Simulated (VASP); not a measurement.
# AlCo in VASP: notebook

AlCo is run at these levels: PBE; tasks: single point.

Program: VASP 6.6.1. These are calculated values, not measurements. Logs are shortened: lines on timing, memory, paths and dates and some standing lists are left out, and cuts for length are marked.

**1. The cell of the first run**

The structure is cubic, space group Pm-3m (No. 221). The conventional cell has a = 2.852 Å, b = 2.852 Å, c = 2.852 Å, α = 90.00°, β = 90.00°, γ = 90.00°. Within 3.3 Å of Al (site symmetry m-3m) lie 8 Co at 2.47 Å and 6 Al at 2.85 Å. Within 3.3 Å of Co (site symmetry m-3m) lie 8 Al at 2.47 Å and 6 Co at 2.85 Å.

**2. Single point, PBE**

INCAR reads:

```
PREC = Accurate
ENCUT = 520
EDIFF = 1E-6
ISMEAR = 0
SIGMA = 0.2
LREAL = False
LASPH = True
NELM = 100
ALGO = Normal
ISIF = 2
LWAVE = False
LCHARG = False
GGA = PE
NBANDS = 20
```

KPOINTS reads:

```
Automatic mesh
0
Gamma
  8 8 4
```

POSCAR reads:

```
AlCo
1.0
    0.0000000000      2.8517200458      0.0000000000
    0.0000000000      0.0000000000      2.8519109198
    5.7034400916      0.0000000000      0.0000000000
Al Co
2 2
Direct
    0.5000000000      0.5000000000      0.2500000000
    0.5000000000      0.5000000000      0.7500000000
    0.0000000000      0.0000000000      0.0000000000
    0.0000000000      0.0000000000      0.5000000000
```

Potentials or basis: VASP PAW PBE potentials, release 64 (Al, Co).

On the command line:

```bash
> cat potpaw_PBE.64/Al/POTCAR potpaw_PBE.64/Co/POTCAR > POTCAR
> mpirun -np 1 vasp_std > vasp.out
```

OUTCAR:

```text
PREC = Accurate
   ENCUT = 520
   EDIFF = 1E-6
   ISMEAR = 0
   LREAL = False
   LASPH = True
   NELM = 100
   ISIF = 2
   GGA = PE

 ion  position               nearest neighbor table
   1  0.500  0.500  0.250-   3 2.47   4 2.47   3 2.47   4 2.47   3 2.47   4 2.47   3 2.47   4 2.47
                             2 2.85   2 2.85
   2  0.500  0.500  0.750-   3 2.47   4 2.47   3 2.47   4 2.47   3 2.47   4 2.47   3 2.47   4 2.47
                             1 2.85   1 2.85
   3  0.000  0.000  0.000-   1 2.47   2 2.47   1 2.47   2 2.47   1 2.47   2 2.47   1 2.47   2 2.47
                             4 2.85   4 2.85
   4  0.000  0.000  0.500-   1 2.47   2 2.47   1 2.47   2 2.47   1 2.47   2 2.47   1 2.47   2 2.47
                             3 2.85   3 2.85

  LATTYP: Found a simple orthorhombic cell.
 ALAT       =     2.8517200458
 B/A-ratio  =     1.0000669329
 C/A-ratio  =     2.0000000000

  Lattice vectors:

 A1 = (   0.0000000000,   2.8517200458,   0.0000000000)
 A2 = (   0.0000000000,   0.0000000000,   2.8519109198)
 A3 = (   5.7034400916,   0.0000000000,   0.0000000000)

Analysis of symmetry for initial positions (statically):
=====================================================================
 Subroutine PRICEL returns following result:

  LATTYP: Found a simple tetragonal cell.
 ALAT       =     2.8517200458
 C/A-ratio  =     1.0000669329

  Lattice vectors:

 A1 = (   0.0000000000,  -2.8517200458,   0.0000000000)
 A2 = (   2.8517200458,   0.0000000000,   0.0000000000)
 A3 = (   0.0000000000,   0.0000000000,   2.8519109198)

   2 primitive cells build up your supercell.

 Routine SETGRP: Setting up the symmetry group for a
 simple orthorhombic supercell.

 Subroutine GETGRP returns: Found  8 space group operations
 (whereof  8 operations were pure point group operations)
 out of a pool of  8 trial point group operations.

The static configuration has the point symmetry D_2h.

Analysis of symmetry for dynamics (positions and initial velocities):
=====================================================================
 Subroutine PRICEL returns following result:

  LATTYP: Found a simple tetragonal cell.
 ALAT       =     2.8517200458
 C/A-ratio  =     1.0000669329

  Lattice vectors:

 A1 = (   0.0000000000,  -2.8517200458,   0.0000000000)
 A2 = (   2.8517200458,   0.0000000000,   0.0000000000)
 A3 = (   0.0000000000,   0.0000000000,   2.8519109198)

   2 primitive cells build up your supercell.

 Routine SETGRP: Setting up the symmetry group for a
 simple orthorhombic supercell.

 Subroutine GETGRP returns: Found  8 space group operations
 (whereof  8 operations were pure point group operations)
 out of a pool of  8 trial point group operations.

The dynamic configuration has the point symmetry D_2h.

 Subroutine INISYM returns: Found  8 space group operations
 (whereof  8 operations are pure point group operations),
 and found     2 'primitive' translations

----------------------------------------------------------------------------------------

                                     Primitive cell

  volume of cell :      23.1926

  direct lattice vectors                    reciprocal lattice vectors
     0.000000000 -2.851720046  0.000000000     0.000000000 -0.350665558  0.000000000
     2.851720046  0.000000000  0.000000000     0.350665558  0.000000000  0.000000000
     0.000000000  0.000000000  2.851910920     0.000000000  0.000000000  0.350642088

  length of vectors
     2.851720046  2.851720046  2.851910920     0.350665558  0.350665558  0.350642088

  position of ions in fractional coordinates (direct lattice)
     0.500000000  0.500000000  0.500000000
     0.000000000  0.000000000  0.000000000

  ion indices of the primitive-cell ions
   primitive index   ion index
                 1           1
                 2           3

----------------------------------------------------------------------------------------

 KPOINTS: Automatic mesh

Automatic generation of k-mesh.
 Grid dimensions read from file:
 generate k-points for:    8    8    4

 Generating k-lattice:

  Cartesian coordinates                     Fractional coordinates (reciprocal lattice)
     0.000000000  0.043833195  0.000000000     0.125000000  0.000000000  0.000000000
     0.000000000  0.000000000  0.043830261     0.000000000  0.125000000  0.000000000
     0.043833195  0.000000000  0.000000000     0.000000000  0.000000000  0.250000000

  Length of vectors
     0.043833195  0.043830261  0.043833195

  Shift w.r.t. Gamma in fractional coordinates (k-lattice)
     0.000000000  0.000000000  0.000000000

 Subroutine IBZKPT returns following result:
 ===========================================

 Found     75 irreducible k-points:

 Following reciprocal coordinates:
            Coordinates               Weight
  0.000000  0.000000  0.000000      1.000000
  0.125000  0.000000  0.000000      2.000000
  0.250000  0.000000  0.000000      2.000000
  0.375000  0.000000  0.000000      2.000000
  0.500000  0.000000  0.000000      1.000000
  0.000000  0.125000  0.000000      2.000000
[... 16 lines left out ...]
  0.250000  0.500000  0.000000      2.000000
  0.375000  0.500000  0.000000      2.000000
 [... further k-points ...]
   k-points           NKPTS =     75   k-points in BZ     NKDIM =     75   number of bands    NBANDS=     20
   number of dos      NEDOS =    301   number of ions     NIONS =      4
   total plane-waves  NPLWV =  24192
   dimension x,y,z NGX =    24 NGY =   24 NGZ =   42
   dimension x,y,z NGXF=    48 NGYF=   48 NGZF=   84
   ions per type =               2   2
   NGX,Y,Z   is equivalent  to a cutoff of  13.99, 13.99, 12.24 a.u.
   NGXF,Y,Z  is equivalent  to a cutoff of  27.98, 27.98, 24.48 a.u.
 SYSTEM =  unknown system
   PREC   = accura    normal or accurate (medium, high low for compatibility)
   ISTART =      0    job   : 0-new  1-cont  2-samecut
   ICHARG =      2    charge: 1-file 2-atom 10-const
   ISPIN  =      1    spin polarized calculation?
   LNONCOLLINEAR =      F non collinear calculations
   LSORBIT =      F    spin-orbit coupling
   LASPH  =      T    aspherical Exc in radial PAW
   ENCUT  =  520.0 eV  38.22 Ry    6.18 a.u.   5.30  5.30 10.60*2*pi/ulx,y,z
   NELM   =    100;   NELMIN=  2; NELMDL= -5     # of ELM steps
   EDIFF  = 0.1E-05   stopping-criterion for ELM
   LREAL  =      F    real-space projection
   EDIFFG = 0.1E-04   stopping-criterion for IOM
   NSW    =      0    number of steps for IOM
   IBRION =     -1    ionic relax: 0-MD 1-quasi-New 2-CG
   NFREE  =      0    steps in history (QN), initial steepest desc. (CG)
   ISIF   =      2    stress and relaxation
   ISYM   =      2    0-nonsym 1-usesym 2-fastsym
   POTIM  = 0.5000    time-step for ionic-motion
   TEBEG  =    0.0;   TEEND  =   0.0 temperature during run
   PSTRESS=    0.0 pullay stress
   NELECT =      24.0000    total number of electrons
   NUPDOWN=      -1.0000    fix difference up-down
   EMIN   =  10.00;   EMAX   =-10.00  energy-range for DOS
   EFERMI =   0.00;   METHOD = LEGACY
   ISMEAR =     0;   SIGMA  =   0.20  broadening in eV -4-tet -1-fermi 0-gaus
   EFERMI_NEDOS =   21; number of points for ismear=-14 and -15
   IALGO  =     38    algorithm
   IMIX   =      4    mixing-type and parameters
     AMIX     =   0.40;   BMIX     =  1.00
     AMIX_MAG =   1.60;   BMIX_MAG =  1.00
  volume/ion in A,a.u.               =      11.60        78.26
  Fermi-wavevector in a.u.,A,eV,Ry     =   1.314272  2.483614 23.501500  1.727312
  Thomas-Fermi vector in A             =   2.444537
   LORBIT       =      0    0 simple, 1 ext, 2 COOP (PROOUT), +10 PAW based schemes
   GGA     = PE    functional components
   LHFCALC =     F    Hartree Fock is set to
   AEXX    =    0.0000 exact exchange contribution
   IVDW    =     0    specifies the selected vdW correction
   LEPSILON=     F    determine dielectric tensor
   LRPA    =     F    only Hartree local field effects (RPA)
 non-spin polarized calculation
 Gauss-broadening in eV      SIGMA  =   0.20
  energy-cutoff  :      520.00
  volume of cell :       46.39
 maximum number of plane-waves:      1294
 NGX is ok and might be reduce to    24
   NGX = 11   NGY = 11   NGZ = 21

 number of electron      24.0000006 magnetization

 Free energy of the ion-electron system (eV)
  ---------------------------------------------------
  ext. energy  EPLUGINS =         0.00000000
  ---------------------------------------------------
  free energy    TOTEN  =       -23.98690767 eV

  energy without entropy =      -23.94234566  energy(sigma->0) =      -23.96462666

 E-fermi :  10.5296     XC(G=0): -12.2559

 val. band max:       10.4954647754   @ k =   0.3750   0.0000   0.0000
 cond. band min:      10.5845823452   @ k =   0.3750   0.5000   0.2500
 fundamental gap:      0.0891175699
 Fermi energy:        10.5295823750

 k-point     1 :       0.0000    0.0000    0.0000
  band No.  band energies     occupation
      1      -0.5122      2.00000
      2       3.7646      2.00000
      3       3.9358      2.00000
      4       7.6007      2.00000
      5       7.6008      2.00000
      6       8.1884      2.00000
[... 12 lines left out ...]
     19      19.2769      0.00000
     20      21.1477      0.00000

 k-point     2 :       0.1250    0.0000    0.0000
  band No.  band energies     occupation
      1      -0.2172      2.00000
      2       3.9351      2.00000
      3       4.2289      2.00000
      4       7.5566      2.00000
      5       7.6807      2.00000
      6       8.2557      2.00000
[... 12 lines left out ...]
     19      19.2392      0.00000
     20      21.1094      0.00000

 k-point     3 :       0.2500    0.0000    0.0000
  band No.  band energies     occupation
      1       0.6521      2.00000
      2       4.4017      2.00000
      3       5.0740      2.00000
      4       7.1434      2.00000
      5       7.8817      2.00000
      6       8.3960      2.00000
[... 12 lines left out ...]
     19      19.1354      0.00000
     20      22.5542      0.00000

 k-point     4 :       0.3750    0.0000    0.0000
  band No.  band energies     occupation
      1       2.0440      2.00000
      2       4.9934      2.00000
      3       5.7834      2.00000
      4       6.3405      2.00000
      5       8.0821      2.00000
      6       8.0955      2.00000
[... 12 lines left out ...]
     19      19.5920      0.00000
     20      22.9939      0.00000

 k-point     5 :       0.5000    0.0000    0.0000
  band No.  band energies     occupation
      1       3.7646      2.00000
      2       3.9358      2.00000
      3       5.3072      2.00000
      4       7.5028      2.00000
      5       7.8756      2.00000
      6       7.8756      2.00000
[... 12 lines left out ...]
     19      21.1496      0.00000
     20      22.1652      0.00000

 k-point     6 :       0.0000    0.1250    0.0000
  band No.  band energies     occupation
      1      -0.2172      2.00000
      2       3.9351      2.00000
      3       4.2288      2.00000
      4       7.5565      2.00000
      5       7.6807      2.00000
      6       8.2556      2.00000
[... 12 lines left out ...]
     19      19.2395      0.00000
     20      21.1090      0.00000

 k-point     7 :       0.1250    0.1250    0.0000
  band No.  band energies     occupation
      1       0.0747      2.00000
      2       4.1042      2.00000
      3       4.5140      2.00000
      4       7.6112      2.00000
      5       7.6848      2.00000
      6       8.3366      2.00000
[... 12 lines left out ...]
     19      19.6356      0.00000
     20      19.9755      0.00000
[... 277 lines left out ...]
 k-point    20 :       0.5000    0.3750    0.0000
  band No.  band energies     occupation
      1       4.9931      2.00000
      2       6.3403      2.00000
      3       6.3895      2.00000
      4       6.7286      2.00000
      5       6.7286      2.00000
      6       8.0818      2.00000
[... 12 lines left out ...]
     19      16.7906      0.00000
     20      17.1374      0.00000

 k-point    21 :       0.0000    0.5000    0.0000
  band No.  band energies     occupation
      1       3.7638      2.00000
      2       3.9356      2.00000
      3       5.3068      2.00000
      4       7.5027      2.00000
      5       7.8750      2.00000
      6       7.8754      2.00000
[... 12 lines left out ...]
     19      21.1494      0.00000
     20      22.1654      0.00000

 k-point    22 :       0.1250    0.5000    0.0000
  band No.  band energies     occupation
      1       3.9344      2.00000
      2       4.2287      2.00000
      3       5.4687      2.00000
      4       7.5166      2.00000
      5       7.5168      2.00000
      6       7.8094      2.00000
[... 12 lines left out ...]
     19      21.3801      0.00000
     20      21.6263      0.00000

 k-point    23 :       0.2500    0.5000    0.0000
  band No.  band energies     occupation
      1       4.4010      2.00000
      2       5.0738      2.00000
      3       5.8955      2.00000
      4       7.0419      2.00000
      5       7.0420      2.00000
      6       8.3958      2.00000
[... 12 lines left out ...]
     19      18.8094      0.00000
     20      19.6345      0.00000

 k-point    24 :       0.3750    0.5000    0.0000
  band No.  band energies     occupation
      1       4.9928      2.00000
      2       6.3403      2.00000
      3       6.3894      2.00000
      4       6.7285      2.00000
      5       6.7286      2.00000
      6       8.0816      2.00000
[... 12 lines left out ...]
     19      16.7903      0.00000
     20      17.1379      0.00000

 [... further k-points ...]

------------------------ aborting loop because EDIFF is reached ----------------------------------------

  FORCE on cell =-STRESS in cart. coord.  units (eV):
  Direction    XX          YY          ZZ          XY          YZ          ZX
  --------------------------------------------------------------------------------------
  -------------------------------------------------------------------------------------
  Total        0.0589995      0.0588262      0.0561203      0.0000000      0.0000000      0.0000000
  in kB        2.0378821      2.0318985      1.9384347      0.0000000      0.0000000      0.0000000
  external PRESSURE =       2.0027384 kB  Pullay stress =       0.0000000 kB

 VOLUME and BASIS-vectors are now :
 -----------------------------------------------------------------------------
  energy-cutoff  :      520.00
  volume of cell :       46.39
      direct lattice vectors                 reciprocal lattice vectors
     0.000000000  2.851720046  0.000000000     0.000000000  0.350665558  0.000000000
     0.000000000  0.000000000  2.851910920     0.000000000  0.000000000  0.350642088
     5.703440092  0.000000000  0.000000000     0.175332779  0.000000000  0.000000000

 POSITION                                       TOTAL-FORCE (eV/Angst)
 -----------------------------------------------------------------------------------
      1.42586      1.42586      1.42596        -0.000000     -0.000000      0.000000
      4.27758      1.42586      1.42596        -0.000000     -0.000000      0.000000
      0.00000      0.00000      0.00000        -0.000000      0.000000      0.000000
      2.85172      0.00000      0.00000         0.000000      0.000000      0.000000
 -----------------------------------------------------------------------------------
    total drift:                                0.000000      0.000000      0.000000

  FREE ENERGIE OF THE ION-ELECTRON SYSTEM (eV)
  ---------------------------------------------------
  free  energy   TOTEN  =       -23.9869076684 eV

  energy  without entropy=      -23.9423456576  energy(sigma->0) =      -23.96462666
```

It took 49 s on 1 thread of Intel Xeon Platinum 8375C at 2.90GHz (Ice Lake), shared host; peak memory 0.2 GiB.

What came out:

```
Free energy            : -23.9869 eV
Pressure               : 0.2 GPa
Band gap on the k mesh : zero (bands 12 and 13 overlap by 0.51 eV)
```

Caveat: the run has no spin polarisation, though such a crystal can be magnetic. Spin polarisation is off, so any magnetic state and its effect on volume and gap are missing.

**3. Single point, PBE**

INCAR reads:

```
PREC = Accurate ; ENCUT = 520
EDIFF = 1E-7 ; ISMEAR = 0
SIGMA = 0.2 ; LREAL = F
LASPH = T ; NELM = 100
ALGO = Fast ; ISIF = 2
LWAVE = F ; LCHARG = F
GGA = PE ; NBANDS = 20
```

KPOINTS is that of step 2.

POSCAR reads:

```
AlCo
1.0
   -0.0002678216      2.8525380168      0.0002488179
   -0.0000952525      0.0002452862      2.8530256877
    5.7068275279     -0.0005057657     -0.0001782646
Al Co
2 2
Direct
    0.5000084585      0.4999991289      0.2500008389
    0.4999973493      0.5000043794      0.7500021423
   -0.0000084809      0.0000063706     -0.0000014144
    0.0000026730     -0.0000098789      0.4999984331
```

Potentials or basis: VASP PAW PBE potentials, release 64 (Al, Co).

On the command line:

```bash
> cat potpaw_PBE.64/Al/POTCAR potpaw_PBE.64/Co/POTCAR > POTCAR
> mpirun -np 1 vasp_std > vasp.out
```

Wall time 1.9 min (1 thread of Intel Xeon Platinum 8375C at 2.90GHz (Ice Lake), shared host); peak memory 0.24 GiB.

Results (log left out):

```
Free energy            : -23.9869 eV
Pressure               : -0.1 GPa
Band gap on the k mesh : zero (bands 12 and 13 overlap by 0.51 eV)
```

Levels at points of the mesh, in eV from the Fermi level:
| k point | band 9 | band 10 | band 11 | band 12 | band 13 | band 14 | band 15 | band 16 |
| --- | --- | --- | --- | --- | --- | --- | --- | --- |
| (0.00, 0.00, 0.00) | -0.82 | -0.82 | -0.82 | -0.71 | 0.20 | 5.96 | 5.97 | 5.98 |
| (0.50, 0.00, 0.00) | -1.69 | -1.48 | -1.48 | -0.71 | -0.22 | 0.20 | 2.44 | 3.45 |
| (0.00, 0.50, 0.00) | -1.69 | -1.48 | -1.48 | -0.71 | -0.22 | 0.20 | 2.43 | 3.45 |
| (0.50, 0.50, 0.00) | -1.48 | -0.22 | -0.18 | -0.18 | 2.41 | 2.41 | 2.41 | 2.44 |
| (0.00, 0.00, 0.50) | -1.29 | -1.29 | -0.76 | -0.76 | 1.53 | 1.53 | 7.47 | 7.47 |
| (0.50, 0.00, 0.50) | -1.58 | -1.58 | -1.12 | -1.12 | 0.14 | 0.14 | 5.48 | 5.48 |
| (0.00, 0.50, 0.50) | -1.58 | -1.58 | -1.12 | -1.11 | 0.13 | 0.13 | 5.48 | 5.48 |
| (0.50, 0.50, 0.50) | -0.20 | -0.20 | 0.20 | 0.20 | 0.20 | 0.20 | 2.47 | 2.47 |

Caveat: the run has no spin polarisation, though such a crystal can be magnetic.

The gap in the log of VASP goes by the Fermi energy; the results here count the filled bands.